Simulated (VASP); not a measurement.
## KMgF3: single point with HSE06

KMgF3:

```
K Mg F
1.0
     7.98254    0.00000    0.00000
     0.00000    7.98254    0.00000
     0.00000    0.00000    7.98254
K Mg F
8 8 24
Direct
  0.00000 0.00000 0.00000
  0.00000 0.00000 0.50000
  0.00000 0.50000 0.00000
  0.00000 0.50000 0.50000
  0.50000 0.00000 0.00000
  0.50000 0.00000 0.50000
  0.50000 0.50000 0.00000
  0.50000 0.50000 0.50000
  0.25000 0.25000 0.25000
  0.25000 0.25000 0.75000
  0.25000 0.75000 0.25000
  0.25000 0.75000 0.75000
  0.75000 0.25000 0.25000
  0.75000 0.25000 0.75000
  0.75000 0.75000 0.25000
  0.75000 0.75000 0.75000
  0.25000 0.25000 0.00000
  0.25000 0.25000 0.50000
  0.25000 0.75000 0.00000
  0.25000 0.75000 0.50000
  0.75000 0.25000 0.00000
  0.75000 0.25000 0.50000
  0.75000 0.75000 0.00000
  0.75000 0.75000 0.50000
  0.00000 0.25000 0.25000
  0.00000 0.25000 0.75000
  0.00000 0.75000 0.25000
  0.00000 0.75000 0.75000
  0.50000 0.25000 0.25000
  0.50000 0.25000 0.75000
  0.50000 0.75000 0.25000
  0.50000 0.75000 0.75000
  0.25000 0.00000 0.25000
  0.25000 0.00000 0.75000
  0.25000 0.50000 0.25000
  0.25000 0.50000 0.75000
  0.75000 0.00000 0.25000
  0.75000 0.00000 0.75000
  0.75000 0.50000 0.25000
  0.75000 0.50000 0.75000
```

| Item | Value |
| --- | --- |
| Program | VASP 6.6.1 |
| Task | single point |
| Functional | HSE06 |
| Potentials or basis | VASP PAW PBE potentials, release 64 (K_sv, Mg, F) |
| Cutoff | 520 eV |
| k mesh | 1 × 1 × 1, shifted |
| Occupations | fermi-dirac, width 0.05 eV |
| Spin | no spin polarisation |

```yaml
Pressure: 0.3 GPa
Band_gap_on_the_k_mesh: 10.41 eV
```

Levels at points of the mesh, in eV from the valence-band top:
```tsv
k point	band 124	band 125	band 126	band 127	band 128	band 129	band 130	band 131	band 132	band 133
(0.25, 0.25, 0.25)	-0.07	-0.03	-0.03	-0.03	0.00	10.41	12.00	12.00	12.00	12.98
```

It took 8.3 min on 1 thread of AMD EPYC 9R45 96-Core Processor (Zen 5), on a shared host, peak memory 0.67 GiB.

Caveat: the PAW data sets were made with another functional, which shifts forces and pressure a little; a shifted mesh leaves out Γ, where band edges can lie. A k mesh can miss the band edges.
